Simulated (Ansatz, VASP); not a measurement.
## CdTe: VASP beside Ansatz

```
Cd Te
1.0
     4.32939    0.00000    0.00000
    -2.16470    3.74936    0.00000
     0.00000    0.00000   10.61590
Cd Te
3 3
Direct
  0.00000 0.00000 0.00000
  0.33333 0.66667 0.33333
  0.66667 0.33333 0.66667
  0.66667 0.33333 0.16667
  0.00000 0.00000 0.50000
  0.33333 0.66667 0.83333
```

Alike in both runs: functional PBE; k mesh 12 × 12 × 4; occupations gaussian, width 0.1 eV; no spin polarisation.

Ansatz relaxed the structure, and its values are those at the end. VASP's run is a single point on that final structure, the one shown.

```csv
,VASP,Ansatz
version,VASP 6.6.1,Ansatz 0.2.0
potentials or method,"VASP PAW PBE potentials, release 64 (Cd, Te), cutoff 500 eV","scalar-relativistic, plane waves, PAW"
valence electrons in the cell,54,108
```

|  | VASP | Ansatz | Ansatz less VASP |
| --- | --- | --- | --- |
| gap on the k mesh at the Fermi level (eV) | none | none | - |
| pressure (GPa) | 0.1 | 0.0 | -0.15 |

A gap of «none» marks a metal or a gap that the smearing closes. With one functional, cell and mesh, what is left measures potentials, basis and numerics. VASP's potentials hold 54 valence electrons a cell and Ansatz's 108, so a difference there can come from the potentials and not from the codes.

Neither program's run includes spin-orbit coupling.
